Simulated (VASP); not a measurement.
# LaBi (CsCl type) (Pm-3m) in VASP: notebook

LaBi (CsCl type) is run at these levels: LDA; tasks: single point.

Program: VASP 6.6.1. These are calculated values, not measurements. Logs are shortened: lines on timing, memory, paths and dates and some standing lists are left out, and cuts for length are marked.

### Step 1. The cell of the first run

Symmetry: Pm-3m, No. 221, cubic system. Conventional cell: a = 3.422 Å, b = 3.422 Å, c = 3.422 Å, α = 90.00°, β = 90.00°, γ = 90.00°. La (site symmetry m-3m) has 8 Bi at 2.96 Å and 6 La at 3.42 Å within 3.9 Å. Bi (site symmetry m-3m) has 8 La at 2.96 Å and 6 Bi at 3.42 Å within 3.9 Å.

### Step 2. Single point, LDA

INCAR reads:

```
  ALGO = Normal
  EDIFF = 1E-6
  ENCUT = 520
  ISIF = 2
  ISMEAR = -1
  LASPH = T
  LCHARG = T
  LELF = T
  LREAL = F
  LVHAR = T
  LWAVE = F
  NBANDS = 20
  NELM = 80
  PREC = Accurate
  SIGMA = 0.05
```

KPOINTS reads:

```
k-points
0
Gamma
  12 12 12
```

POSCAR reads:

```
LaBi
1.0
    3.4215281040      0.0000000000      0.0000000000
    0.0000000000      3.4215281040      0.0000000000
    0.0000000000      0.0000000000      3.4215281040
La Bi
1 1
Direct
    0.0000000000      0.0000000000      0.0000000000
    0.5000000000      0.5000000000      0.5000000000
```

Potentials or basis: VASP PAW LDA potentials, release 64 (La, Bi_d).

Started as:

```sh
cat potpaw_LDA.64/La/POTCAR potpaw_LDA.64/Bi_d/POTCAR > POTCAR
mpirun -np 1 vasp_std > vasp.out
```

OUTCAR:

```text
EDIFF = 1E-6
   ENCUT = 520
   ISIF = 2
   ISMEAR = -1
   LASPH = T
   LREAL = F
   NELM = 80
   PREC = Accurate

 ion  position               nearest neighbor table
   1  0.000  0.000  0.000-   2 2.96   2 2.96   2 2.96   2 2.96   2 2.96   2 2.96   2 2.96   2 2.96

   2  0.500  0.500  0.500-   1 2.96   1 2.96   1 2.96   1 2.96   1 2.96   1 2.96   1 2.96   1 2.96

  LATTYP: Found a simple cubic cell.
 ALAT       =     3.4215281040

  Lattice vectors:

 A1 = (   3.4215281040,   0.0000000000,   0.0000000000)
 A2 = (   0.0000000000,   3.4215281040,   0.0000000000)
 A3 = (   0.0000000000,   0.0000000000,   3.4215281040)

Analysis of symmetry for initial positions (statically):
=====================================================================
 Subroutine PRICEL returns:
 Original cell was already a primitive cell.

 Routine SETGRP: Setting up the symmetry group for a
 simple cubic supercell.

 Subroutine GETGRP returns: Found 48 space group operations
 (whereof 48 operations were pure point group operations)
 out of a pool of 48 trial point group operations.

The static configuration has the point symmetry O_h .

Analysis of symmetry for dynamics (positions and initial velocities):
=====================================================================
 Subroutine PRICEL returns:
 Original cell was already a primitive cell.

 Routine SETGRP: Setting up the symmetry group for a
 simple cubic supercell.

 Subroutine GETGRP returns: Found 48 space group operations
 (whereof 48 operations were pure point group operations)
 out of a pool of 48 trial point group operations.

The dynamic configuration has the point symmetry O_h .

 Subroutine INISYM returns: Found 48 space group operations
 (whereof 48 operations are pure point group operations),
 and found     1 'primitive' translations

----------------------------------------------------------------------------------------

                                     Primitive cell

  volume of cell :      40.0553

  direct lattice vectors                    reciprocal lattice vectors
     3.421528104  0.000000000  0.000000000     0.292267072  0.000000000  0.000000000
     0.000000000  3.421528104  0.000000000     0.000000000  0.292267072  0.000000000
     0.000000000  0.000000000  3.421528104     0.000000000  0.000000000  0.292267072

  length of vectors
     3.421528104  3.421528104  3.421528104     0.292267072  0.292267072  0.292267072

  position of ions in fractional coordinates (direct lattice)
     0.000000000  0.000000000  0.000000000
     0.500000000  0.500000000  0.500000000

  ion indices of the primitive-cell ions
   primitive index   ion index
                 1           1
                 2           2

----------------------------------------------------------------------------------------

 KPOINTS: k-points

Automatic generation of k-mesh.
 Grid dimensions read from file:
 generate k-points for:   12   12   12

 Generating k-lattice:

  Cartesian coordinates                     Fractional coordinates (reciprocal lattice)
     0.024355589  0.000000000  0.000000000     0.083333333  0.000000000  0.000000000
     0.000000000  0.024355589  0.000000000     0.000000000  0.083333333  0.000000000
     0.000000000  0.000000000  0.024355589     0.000000000  0.000000000  0.083333333

  Length of vectors
     0.024355589  0.024355589  0.024355589

  Shift w.r.t. Gamma in fractional coordinates (k-lattice)
     0.000000000  0.000000000  0.000000000

 Subroutine IBZKPT returns following result:
 ===========================================

 Found     84 irreducible k-points:

 Following reciprocal coordinates:
            Coordinates               Weight
  0.000000  0.000000  0.000000      1.000000
  0.083333  0.000000  0.000000      6.000000
  0.166667  0.000000  0.000000      6.000000
  0.250000  0.000000  0.000000      6.000000
  0.333333  0.000000  0.000000      6.000000
  0.416667  0.000000  0.000000      6.000000
[... 16 lines left out ...]
  0.333333  0.333333  0.000000     12.000000
  0.416667  0.333333  0.000000     24.000000
 [... further k-points ...]
   k-points           NKPTS =     84   k-points in BZ     NKDIM =     84   number of bands    NBANDS=     20
   number of dos      NEDOS =    301   number of ions     NIONS =      2
   total plane-waves  NPLWV =  21952
   dimension x,y,z NGX =    28 NGY =   28 NGZ =   28
   dimension x,y,z NGXF=    56 NGYF=   56 NGZF=   56
   ions per type =               1   1
   NGX,Y,Z   is equivalent  to a cutoff of  13.60, 13.60, 13.60 a.u.
   NGXF,Y,Z  is equivalent  to a cutoff of  27.21, 27.21, 27.21 a.u.
 SYSTEM =  unknown system
   PREC   = accura    normal or accurate (medium, high low for compatibility)
   ISTART =      0    job   : 0-new  1-cont  2-samecut
   ICHARG =      2    charge: 1-file 2-atom 10-const
   ISPIN  =      1    spin polarized calculation?
   LNONCOLLINEAR =      F non collinear calculations
   LSORBIT =      F    spin-orbit coupling
   LASPH  =      T    aspherical Exc in radial PAW
   ENCUT  =  520.0 eV  38.22 Ry    6.18 a.u.   6.36  6.36  6.36*2*pi/ulx,y,z
   NELM   =     80;   NELMIN=  2; NELMDL= -5     # of ELM steps
   EDIFF  = 0.1E-05   stopping-criterion for ELM
   LREAL  =      F    real-space projection
   EDIFFG = 0.1E-04   stopping-criterion for IOM
   NSW    =      0    number of steps for IOM
   IBRION =     -1    ionic relax: 0-MD 1-quasi-New 2-CG
   NFREE  =      0    steps in history (QN), initial steepest desc. (CG)
   ISIF   =      2    stress and relaxation
   ISYM   =      2    0-nonsym 1-usesym 2-fastsym
   POTIM  = 0.5000    time-step for ionic-motion
   TEBEG  =    0.0;   TEEND  =   0.0 temperature during run
   PSTRESS=    0.0 pullay stress
   NELECT =      26.0000    total number of electrons
   NUPDOWN=      -1.0000    fix difference up-down
   EMIN   =  10.00;   EMAX   =-10.00  energy-range for DOS
   EFERMI =   0.00;   METHOD = LEGACY
   ISMEAR =    -1;   SIGMA  =   0.05  broadening in eV -4-tet -1-fermi 0-gaus
   EFERMI_NEDOS =   21; number of points for ismear=-14 and -15
   IALGO  =     38    algorithm
   IMIX   =      4    mixing-type and parameters
     AMIX     =   0.40;   BMIX     =  1.00
     AMIX_MAG =   1.60;   BMIX_MAG =  1.00
  volume/ion in A,a.u.               =      20.03       135.15
  Fermi-wavevector in a.u.,A,eV,Ry     =   1.417466  2.678621 27.336941  2.009208
  Thomas-Fermi vector in A             =   2.538693
   LORBIT       =      0    0 simple, 1 ext, 2 COOP (PROOUT), +10 PAW based schemes
   GGA     = CA    functional components
   LHFCALC =     F    Hartree Fock is set to
   AEXX    =    0.0000 exact exchange contribution
   IVDW    =     0    specifies the selected vdW correction
   LEPSILON=     F    determine dielectric tensor
   LRPA    =     F    only Hartree local field effects (RPA)
 non-spin polarized calculation
  energy-cutoff  :      520.00
  volume of cell :       40.06
 maximum number of plane-waves:      1108
 NGX is ok and might be reduce to    28
   NGX = 13   NGY = 13   NGZ = 13

 number of electron      25.9999995 magnetization

 Free energy of the ion-electron system (eV)
  ---------------------------------------------------
  ext. energy  EPLUGINS =         0.00000000
  ---------------------------------------------------
  free energy    TOTEN  =        -9.06240684 eV

  energy without entropy =       -9.04591894  energy(sigma->0) =       -9.05416289

 E-fermi :  14.5690     XC(G=0): -12.6690

 val. band max:       14.5439209412   @ k =   0.0833   0.0833   0.0833
 cond. band min:      14.6018810084   @ k =   0.4167   0.2500   0.0833
 fundamental gap:      0.0579600672
 Fermi energy:        14.5689593946

 k-point     1 :       0.0000    0.0000    0.0000
  band No.  band energies     occupation
      1     -17.4450      2.00000
      2      -8.1551      2.00000
      3      -8.1551      2.00000
      4      -8.0041      2.00000
      5      -8.0041      2.00000
      6      -8.0041      2.00000
[... 12 lines left out ...]
     19      17.8959      0.00000
     20      19.7815      0.00000

 k-point     2 :       0.0833    0.0000    0.0000
  band No.  band energies     occupation
      1     -17.4275      2.00000
      2      -8.1539      2.00000
      3      -8.1428      2.00000
      4      -8.0136      2.00000
      5      -8.0136      2.00000
      6      -8.0035      2.00000
[... 12 lines left out ...]
     19      17.8942      0.00000
     20      19.1559      0.00000

 k-point     3 :       0.1667    0.0000    0.0000
  band No.  band energies     occupation
      1     -17.3790      2.00000
      2      -8.1506      2.00000
      3      -8.1095      2.00000
      4      -8.0391      2.00000
      5      -8.0391      2.00000
      6      -8.0019      2.00000
[... 12 lines left out ...]
     19      17.8898      0.00000
     20      18.6791      0.00000

 k-point     4 :       0.2500    0.0000    0.0000
  band No.  band energies     occupation
      1     -17.3112      2.00000
      2      -8.1461      2.00000
      3      -8.0733      2.00000
      4      -8.0733      2.00000
      5      -8.0654      2.00000
      6      -7.9997      2.00000
[... 12 lines left out ...]
     19      17.8838      0.00000
     20      18.4476      0.00000

 k-point     5 :       0.3333    0.0000    0.0000
  band No.  band energies     occupation
      1     -17.2417      2.00000
      2      -8.1416      2.00000
      3      -8.1070      2.00000
      4      -8.1070      2.00000
      5      -8.0236      2.00000
      6      -7.9975      2.00000
[... 12 lines left out ...]
     19      17.8780      0.00000
     20      18.3477      0.00000
[... 353 lines left out ...]
      6      -7.9214      2.00000
[... 12 lines left out ...]
     19      17.7641      0.00000
     20      18.1638      0.00000

 k-point    22 :       0.5000    0.2500    0.0000
  band No.  band energies     occupation
      1     -17.0783      2.00000
      2      -8.1083      2.00000
      3      -8.0962      2.00000
      4      -8.0770      2.00000
      5      -8.0359      2.00000
      6      -7.9093      2.00000
[... 12 lines left out ...]
     19      17.7310      0.00000
     20      18.1753      0.00000

 k-point    23 :       0.3333    0.3333    0.0000
  band No.  band energies     occupation
      1     -17.0853      2.00000
      2      -8.0924      2.00000
      3      -8.0795      2.00000
      4      -8.0613      2.00000
      5      -8.0581      2.00000
      6      -7.9098      2.00000
[... 12 lines left out ...]
     19      17.8966      0.00000
     20      18.0986      0.00000

 k-point    24 :       0.4167    0.3333    0.0000
  band No.  band energies     occupation
      1     -17.0458      2.00000
      2      -8.0873      2.00000
      3      -8.0770      2.00000
      4      -8.0581      2.00000
      5      -8.0562      2.00000
      6      -7.8750      2.00000
[... 12 lines left out ...]
     19      17.9457      0.00000
     20      18.1207      0.00000

 [... further k-points ...]
[... 5 lines left out ...]
  --------------------------------------------------------------------------------------
  -------------------------------------------------------------------------------------
  Total       15.3182037     15.3182037     15.3182037     -0.0000000      0.0000000     -0.0000000
  in kB      612.7144016    612.7144016    612.7144016     -0.0000000      0.0000000     -0.0000000
  external PRESSURE =     612.7144016 kB  Pullay stress =       0.0000000 kB

 VOLUME and BASIS-vectors are now :
 -----------------------------------------------------------------------------
  energy-cutoff  :      520.00
  volume of cell :       40.06
      direct lattice vectors                 reciprocal lattice vectors
     3.421528104  0.000000000  0.000000000     0.292267072  0.000000000  0.000000000
     0.000000000  3.421528104  0.000000000     0.000000000  0.292267072  0.000000000
     0.000000000  0.000000000  3.421528104     0.000000000  0.000000000  0.292267072

 POSITION                                       TOTAL-FORCE (eV/Angst)
 -----------------------------------------------------------------------------------
      0.00000      0.00000      0.00000         0.000000      0.000000      0.000000
      1.71076      1.71076      1.71076         0.000000      0.000000      0.000000
 -----------------------------------------------------------------------------------
    total drift:                                0.000000      0.000000      0.000000

  FREE ENERGIE OF THE ION-ELECTRON SYSTEM (eV)
  ---------------------------------------------------
  free  energy   TOTEN  =        -9.0624068391 eV

  energy  without entropy=       -9.0459189395  energy(sigma->0) =       -9.05416289
```

Wall time 1.7 min (1 thread of Intel Xeon Platinum 8259CL at 2.50GHz (Skylake/Cascade Lake), shared host); peak memory 0.21 GiB.

What came out:

```
Free energy            : -9.0624 eV
Pressure               : 61.3 GPa
Band gap on the k mesh : zero (band 13 reaches 15.83 eV, above the bottom of band 14 at 13.50 eV)
```

Levels at points of the mesh, in eV from the Fermi level:
```
           k point  band 10  band 11  band 12  band 13  band 14  band 15  band 16  band 17
(0.00, 0.00, 0.00)   -12.84    -1.58    -1.58     1.26     1.26     1.26     2.75     2.75
(0.50, 0.00, 0.00)    -9.17    -5.43    -1.22    -1.22    -1.03     1.92     2.83     3.06
(0.50, 0.50, 0.00)   -11.65    -1.77    -1.77    -0.11     1.11     2.66     2.66     2.90
(0.50, 0.50, 0.50)    -9.60    -5.81    -5.81    -5.81     3.10     3.10     3.10     3.55
```

Caveat: spin-orbit coupling is left out, which moves the levels of the heavy elements.

### Step 3. Single point, LDA

INCAR reads:

```
SYSTEM = LaBi
  PREC = Accurate
  ENCUT = 520
  EDIFF = 1E-7
  ISMEAR = -1
  SIGMA = 0.05
  LREAL = .False.
  LASPH = .True.
  NELM = 80
  ALGO = Normal
  ISIF = 2
  LWAVE = .False.
  LCHARG = .True.
  GGA = CA
  LELF = .True.
  LVHAR = .True.
  NBANDS = 20
```

KPOINTS reads:

```
regular mesh
0
Gamma
  12 12 12
  0 0 0
```

POSCAR reads:

```
LaBi
1.0
    3.4217516966      0.0000000000      0.0000000000
    0.0000000000      3.4217516966      0.0000000000
    0.0000000000      0.0000000000      3.4217516966
La Bi
1 1
Direct
    0.0000000000      0.0000000000      0.0000000000
    0.5000000000      0.5000000000      0.5000000000
```

Potentials or basis: VASP PAW LDA potentials, release 64 (La, Bi_d).

Started as:

```sh
cat potpaw_LDA.64/La/POTCAR potpaw_LDA.64/Bi_d/POTCAR > POTCAR
mpirun -np 1 vasp_std > vasp.out
```

Run time: 95 s. Hardware: 1 thread of Intel Xeon Platinum 8259CL at 2.50GHz (Skylake/Cascade Lake), shared host; peak memory 0.2 GiB.

Results (log left out):

| Property | Result |
| --- | --- |
| Free energy | -9.0654 eV |
| Pressure | 61.2 GPa |
| Band gap on the k mesh | zero (band 13 reaches 15.82 eV, above the bottom of band 14 at 13.49 eV) |

Levels at points of the mesh, in eV from the Fermi level:
```
           k point  band 10  band 11  band 12  band 13  band 14  band 15  band 16  band 17
(0.00, 0.00, 0.00)   -12.84    -1.58    -1.58     1.26     1.26     1.26     2.75     2.75
(0.50, 0.00, 0.00)    -9.17    -5.43    -1.22    -1.22    -1.03     1.92     2.83     3.06
(0.50, 0.50, 0.00)   -11.65    -1.77    -1.77    -0.11     1.11     2.66     2.66     2.90
(0.50, 0.50, 0.50)    -9.60    -5.81    -5.81    -5.81     3.10     3.10     3.10     3.55
```

Caveat: spin-orbit coupling is left out, which moves the levels of the heavy elements.
